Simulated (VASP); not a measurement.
# GaP (F-43m) in VASP: single point with PBEsol

Aim: the single point of GaP with PBEsol.

Program: VASP 6.6.1. These are calculated values, not measurements. Logs are shortened: lines on timing, memory, paths and dates and some standing lists are left out, and cuts for length are marked.

## 1. The cell of the first run

The structure is cubic, space group F-43m (No. 216). The conventional cell has a = 5.438 Å, b = 5.438 Å, c = 5.438 Å, α = 90.00°, β = 90.00°, γ = 90.00°. Ga (site symmetry -43m) has 4 P at 2.35 Å within 3.1 Å. Within 3.1 Å of P (site symmetry -43m) lie 4 Ga at 2.35 Å.

## 2. Single point, PBEsol

INCAR

```
SYSTEM = GaP
ALGO = Normal
EDIFF = 1E-6
ENCUT = 500
GGA = PS
GGA_COMPAT = .FALSE.
ISIF = 2
ISMEAR = 0
LASPH = .TRUE.
LCHARG = .FALSE.
LREAL = .FALSE.
LWAVE = .FALSE.
NBANDS = 16
NELM = 120
PREC = Accurate
SIGMA = 0.02
```

KPOINTS

```
k-points
0
G
  8 8 8
  0 0 0
```

POSCAR

```
GaP
1.0
    0.0000000000      2.7192244521      2.7192244521
    2.7192244521      0.0000000000      2.7192244521
    2.7192244521      2.7192244521      0.0000000000
Ga P
1 1
Direct
    0.0000000000      0.0000000000      0.0000000000
    0.2500000000      0.2500000000      0.2500000000
```

Potentials or basis: VASP PAW PBE potentials, release 64 (Ga_d, P).

Command:

```sh
$ cat potpaw_PBE.64/Ga_d/POTCAR potpaw_PBE.64/P/POTCAR > POTCAR
$ mpirun -np 1 vasp_std > vasp.out
```

OUTCAR:

```text
SYSTEM = GaP
   EDIFF = 1E-6
   ENCUT = 500
   GGA = PS
   ISIF = 2
   ISMEAR = 0
   LASPH = .TRUE.
   LREAL = .FALSE.
   NELM = 120
   PREC = Accurate

 ion  position               nearest neighbor table
   1  0.000  0.000  0.000-   2 2.35   2 2.35   2 2.35   2 2.35
   2  0.250  0.250  0.250-   1 2.35   1 2.35   1 2.35   1 2.35

  LATTYP: Found a face centered cubic cell.
 ALAT       =     5.4384489042

  Lattice vectors:

 A1 = (   0.0000000000,   2.7192244521,   2.7192244521)
 A2 = (   2.7192244521,   0.0000000000,   2.7192244521)
 A3 = (   2.7192244521,   2.7192244521,   0.0000000000)

Analysis of symmetry for initial positions (statically):
=====================================================================
 Subroutine PRICEL returns:
 Original cell was already a primitive cell.

 Routine SETGRP: Setting up the symmetry group for a
 face centered cubic supercell.

 Subroutine GETGRP returns: Found 24 space group operations
 (whereof 24 operations were pure point group operations)
 out of a pool of 48 trial point group operations.

The static configuration has the point symmetry T_d .

Analysis of symmetry for dynamics (positions and initial velocities):
=====================================================================
 Subroutine PRICEL returns:
 Original cell was already a primitive cell.

 Routine SETGRP: Setting up the symmetry group for a
 face centered cubic supercell.

 Subroutine GETGRP returns: Found 24 space group operations
 (whereof 24 operations were pure point group operations)
 out of a pool of 48 trial point group operations.

The dynamic configuration has the point symmetry T_d .

 Subroutine INISYM returns: Found 24 space group operations
 (whereof 24 operations are pure point group operations),
 and found     1 'primitive' translations

----------------------------------------------------------------------------------------

                                     Primitive cell

  volume of cell :      40.2129

  direct lattice vectors                    reciprocal lattice vectors
     0.000000000  2.719224452  2.719224452    -0.183875958  0.183875958  0.183875958
     2.719224452  0.000000000  2.719224452     0.183875958 -0.183875958  0.183875958
     2.719224452  2.719224452  0.000000000     0.183875958  0.183875958 -0.183875958

  length of vectors
     3.845564099  3.845564099  3.845564099     0.318482501  0.318482501  0.318482501

  position of ions in fractional coordinates (direct lattice)
     0.000000000  0.000000000  0.000000000
     0.250000000  0.250000000  0.250000000

  ion indices of the primitive-cell ions
   primitive index   ion index
                 1           1
                 2           2

----------------------------------------------------------------------------------------

 KPOINTS: k-points

Automatic generation of k-mesh.
 Grid dimensions read from file:
 generate k-points for:    8    8    8

 Generating k-lattice:

  Cartesian coordinates                     Fractional coordinates (reciprocal lattice)
    -0.022984495  0.022984495  0.022984495     0.125000000  0.000000000  0.000000000
     0.022984495 -0.022984495  0.022984495     0.000000000  0.125000000  0.000000000
     0.022984495  0.022984495 -0.022984495     0.000000000  0.000000000  0.125000000

  Length of vectors
     0.039810313  0.039810313  0.039810313

  Shift w.r.t. Gamma in fractional coordinates (k-lattice)
     0.000000000  0.000000000  0.000000000

 Subroutine IBZKPT returns following result:
 ===========================================

 Found     29 irreducible k-points:

 Following reciprocal coordinates:
            Coordinates               Weight
  0.000000  0.000000  0.000000      1.000000
  0.125000  0.000000  0.000000      8.000000
  0.250000  0.000000  0.000000      8.000000
  0.375000  0.000000  0.000000      8.000000
  0.500000  0.000000  0.000000      4.000000
  0.125000  0.125000  0.000000      6.000000
[... 16 lines left out ...]
  0.500000  0.250000  0.125000     48.000000
 -0.375000  0.250000  0.125000     24.000000
 [... further k-points ...]
   k-points           NKPTS =     29   k-points in BZ     NKDIM =     29   number of bands    NBANDS=     16
   number of dos      NEDOS =    301   number of ions     NIONS =      2
   total plane-waves  NPLWV =  21952
   dimension x,y,z NGX =    28 NGY =   28 NGZ =   28
   dimension x,y,z NGXF=    56 NGYF=   56 NGZF=   56
   ions per type =               1   1
   NGX,Y,Z   is equivalent  to a cutoff of  12.10, 12.10, 12.10 a.u.
   NGXF,Y,Z  is equivalent  to a cutoff of  24.21, 24.21, 24.21 a.u.
 SYSTEM =  GaP
   PREC   = accura    normal or accurate (medium, high low for compatibility)
   ISTART =      0    job   : 0-new  1-cont  2-samecut
   ICHARG =      2    charge: 1-file 2-atom 10-const
   ISPIN  =      1    spin polarized calculation?
   LNONCOLLINEAR =      F non collinear calculations
   LSORBIT =      F    spin-orbit coupling
   LASPH  =      T    aspherical Exc in radial PAW
   ENCUT  =  500.0 eV  36.75 Ry    6.06 a.u.   7.01  7.01  7.01*2*pi/ulx,y,z
   NELM   =    120;   NELMIN=  2; NELMDL= -5     # of ELM steps
   EDIFF  = 0.1E-05   stopping-criterion for ELM
   LREAL  =      F    real-space projection
   EDIFFG = 0.1E-04   stopping-criterion for IOM
   NSW    =      0    number of steps for IOM
   IBRION =     -1    ionic relax: 0-MD 1-quasi-New 2-CG
   NFREE  =      0    steps in history (QN), initial steepest desc. (CG)
   ISIF   =      2    stress and relaxation
   ISYM   =      2    0-nonsym 1-usesym 2-fastsym
   POTIM  = 0.5000    time-step for ionic-motion
   TEBEG  =    0.0;   TEEND  =   0.0 temperature during run
   PSTRESS=    0.0 pullay stress
   NELECT =      18.0000    total number of electrons
   NUPDOWN=      -1.0000    fix difference up-down
   EMIN   =  10.00;   EMAX   =-10.00  energy-range for DOS
   EFERMI =   0.00;   METHOD = LEGACY
   ISMEAR =     0;   SIGMA  =   0.02  broadening in eV -4-tet -1-fermi 0-gaus
   EFERMI_NEDOS =   21; number of points for ismear=-14 and -15
   IALGO  =     38    algorithm
   IMIX   =      4    mixing-type and parameters
     AMIX     =   0.40;   BMIX     =  1.00
     AMIX_MAG =   1.60;   BMIX_MAG =  1.00
  volume/ion in A,a.u.               =      20.11       135.68
  Fermi-wavevector in a.u.,A,eV,Ry     =   1.252306  2.366516 21.337628  1.568271
  Thomas-Fermi vector in A             =   2.386213
   LORBIT       =      0    0 simple, 1 ext, 2 COOP (PROOUT), +10 PAW based schemes
   GGA     = PS    functional components
   LHFCALC =     F    Hartree Fock is set to
   AEXX    =    0.0000 exact exchange contribution
   IVDW    =     0    specifies the selected vdW correction
   LEPSILON=     F    determine dielectric tensor
   LRPA    =     F    only Hartree local field effects (RPA)
 non-spin polarized calculation
 Gauss-broadening in eV      SIGMA  =   0.02
  energy-cutoff  :      500.00
  volume of cell :       40.21
 maximum number of plane-waves:      1036
   NGX = 13   NGY = 13   NGZ = 13

 number of electron      18.0000015 magnetization

 Free energy of the ion-electron system (eV)
  ---------------------------------------------------
  ext. energy  EPLUGINS =         0.00000000
  ---------------------------------------------------
  free energy    TOTEN  =        -9.92101806 eV

  energy without entropy =       -9.92101806  energy(sigma->0) =       -9.92101806

 E-fermi :   4.7595     XC(G=0): -10.0514

 val. band max:        4.6366418012   @ k =   0.0000   0.0000   0.0000
 cond. band min:       6.1394721955   @ k =   0.5000   0.5000   0.0000
 fundamental gap:      1.5028303942
 Fermi energy:         4.7594973132

 k-point     1 :       0.0000    0.0000    0.0000
  band No.  band energies     occupation
      1      -9.9159      2.00000
      2      -9.9159      2.00000
      3      -9.9159      2.00000
      4      -9.8132      2.00000
      5      -9.8132      2.00000
      6      -7.9379      2.00000
[... 8 lines left out ...]
     15      14.4178      0.00000
     16      14.4178      0.00000

 k-point     2 :       0.1250    0.0000    0.0000
  band No.  band energies     occupation
      1      -9.9303      2.00000
      2      -9.9111      2.00000
      3      -9.9111      2.00000
      4      -9.8132      2.00000
      5      -9.8132      2.00000
      6      -7.7323      2.00000
[... 8 lines left out ...]
     15      13.7564      0.00000
     16      14.1535      0.00000

 k-point     3 :       0.2500    0.0000    0.0000
  band No.  band energies     occupation
      1      -9.9617      2.00000
      2      -9.9007      2.00000
      3      -9.9007      2.00000
      4      -9.8119      2.00000
      5      -9.8119      2.00000
      6      -7.1492      2.00000
[... 8 lines left out ...]
     15      13.5627      0.00000
     16      14.3677      0.00000

 k-point     4 :       0.3750    0.0000    0.0000
  band No.  band energies     occupation
      1      -9.9898      2.00000
      2      -9.8928      2.00000
      3      -9.8928      2.00000
      4      -9.8081      2.00000
      5      -9.8080      2.00000
      6      -6.3318      2.00000
[... 8 lines left out ...]
     15      14.7807      0.00000
     16      14.7807      0.00000

 k-point     5 :       0.5000    0.0000    0.0000
  band No.  band energies     occupation
      1     -10.0007      2.00000
      2      -9.8904      2.00000
      3      -9.8904      2.00000
      4      -9.8056      2.00000
      5      -9.8056      2.00000
      6      -5.8253      2.00000
[... 8 lines left out ...]
     15      16.3256      0.00000
     16      16.3256      0.00000

 k-point     6 :       0.1250    0.1250    0.0000
  band No.  band energies     occupation
      1      -9.9394      2.00000
      2      -9.9065      2.00000
      3      -9.9065      2.00000
      4      -9.8175      2.00000
      5      -9.8099      2.00000
      6      -7.6642      2.00000
[... 8 lines left out ...]
     15      14.5301      0.00000
     16      14.6643      0.00000

 k-point     7 :       0.2500    0.1250    0.0000
  band No.  band energies     occupation
      1      -9.9640      2.00000
      2      -9.8977      2.00000
      3      -9.8956      2.00000
      4      -9.8207      2.00000
      5      -9.8068      2.00000
      6      -7.2059      2.00000
[... 8 lines left out ...]
     15      14.6398      0.00000
     16      15.6177      0.00000

 k-point     8 :       0.3750    0.1250    0.0000
  band No.  band energies     occupation
      1      -9.9885      2.00000
      2      -9.8909      2.00000
      3      -9.8866      2.00000
      4      -9.8189      2.00000
      5      -9.8039      2.00000
      6      -6.4487      2.00000
[... 8 lines left out ...]
     15      15.3493      0.00000
     16      15.5086      0.00000

 k-point     9 :       0.5000    0.1250    0.0000
  band No.  band energies     occupation
      1     -10.0018      2.00000
      2      -9.8880      2.00000
      3      -9.8836      2.00000
      4      -9.8128      2.00000
      5      -9.8043      2.00000
      6      -5.7464      2.00000
[... 8 lines left out ...]
     15      16.3267      0.00000
     16      16.5141      0.00000
[... 172 lines left out ...]
 k-point    19 :       0.5000    0.3750    0.0000
  band No.  band energies     occupation
      1     -10.0288      2.00000
      2      -9.8586      2.00000
      3      -9.8536      2.00000
      4      -9.8433      2.00000
      5      -9.7940      2.00000
      6      -5.1304      2.00000
[... 8 lines left out ...]
     15      16.6654      0.00000
     16      17.8532      0.00000

 k-point    20 :      -0.3750    0.3750    0.0000
  band No.  band energies     occupation
      1     -10.0206      2.00000
      2      -9.8688      2.00000
      3      -9.8578      2.00000
      4      -9.8335      2.00000
      5      -9.8006      2.00000
      6      -4.9394      2.00000
[... 8 lines left out ...]
     15      15.0131      0.00000
     16      19.3024      0.00000

 k-point    21 :       0.5000    0.5000    0.0000
  band No.  band energies     occupation
      1     -10.0370      2.00000
      2      -9.8509      2.00000
      3      -9.8485      2.00000
      4      -9.8485      2.00000
      5      -9.7907      2.00000
      6      -4.9051      2.00000
[... 8 lines left out ...]
     15      17.0673      0.00000
     16      17.6127      0.00000

 k-point    22 :       0.3750    0.2500    0.1250
  band No.  band energies     occupation
      1      -9.9853      2.00000
      2      -9.8885      2.00000
      3      -9.8843      2.00000
      4      -9.8246      2.00000
      5      -9.8038      2.00000
      6      -6.6532      2.00000
[... 8 lines left out ...]
     15      15.7362      0.00000
     16      16.9453      0.00000

 k-point    23 :       0.5000    0.2500    0.1250
  band No.  band energies     occupation
      1     -10.0011      2.00000
      2      -9.8847      2.00000
      3      -9.8749      2.00000
      4      -9.8224      2.00000
      5      -9.8040      2.00000
      6      -5.8819      2.00000
[... 8 lines left out ...]
     15      16.1151      0.00000
     16      17.4089      0.00000

 k-point    24 :      -0.3750    0.2500    0.1250
  band No.  band energies     occupation
      1     -10.0069      2.00000
      2      -9.8842      2.00000
      3      -9.8716      2.00000
      4      -9.8187      2.00000
      5      -9.8057      2.00000
      6      -5.4111      2.00000
[... 8 lines left out ...]
     15      16.5597      0.00000
     16      17.1136      0.00000

 [... further k-points ...]
[... 5 lines left out ...]
  --------------------------------------------------------------------------------------
  -------------------------------------------------------------------------------------
  Total       -0.0246952     -0.0246952     -0.0246952      0.0000000      0.0000000     -0.0000000
  in kB       -0.9839147     -0.9839147     -0.9839147      0.0000000      0.0000000     -0.0000000
  external PRESSURE =      -0.9839147 kB  Pullay stress =       0.0000000 kB

 VOLUME and BASIS-vectors are now :
 -----------------------------------------------------------------------------
  energy-cutoff  :      500.00
  volume of cell :       40.21
      direct lattice vectors                 reciprocal lattice vectors
     0.000000000  2.719224452  2.719224452    -0.183875958  0.183875958  0.183875958
     2.719224452  0.000000000  2.719224452     0.183875958 -0.183875958  0.183875958
     2.719224452  2.719224452  0.000000000     0.183875958  0.183875958 -0.183875958

 POSITION                                       TOTAL-FORCE (eV/Angst)
 -----------------------------------------------------------------------------------
      0.00000      0.00000      0.00000         0.000000      0.000000      0.000000
      1.35961      1.35961      1.35961        -0.000000     -0.000000     -0.000000
 -----------------------------------------------------------------------------------
    total drift:                                0.000001      0.000001      0.000001

  FREE ENERGIE OF THE ION-ELECTRON SYSTEM (eV)
  ---------------------------------------------------
  free  energy   TOTEN  =        -9.9210180647 eV

  energy  without entropy=       -9.9210180647  energy(sigma->0) =       -9.92101806
```

It took 20 s on 1 thread of Intel Xeon Platinum 8375C at 2.90GHz (Ice Lake), shared host; peak memory 0.15 GiB.

Results:

| Property | Result |
| --- | --- |
| Free energy | -9.9210 eV |
| Pressure | -0.1 GPa |
| Band gap on the k mesh | 1.50 eV, indirect (least direct gap 1.80 eV) |

Caveat: the PAW data sets were made with another functional, which shifts forces and pressure a little. A k mesh can miss the band edges.
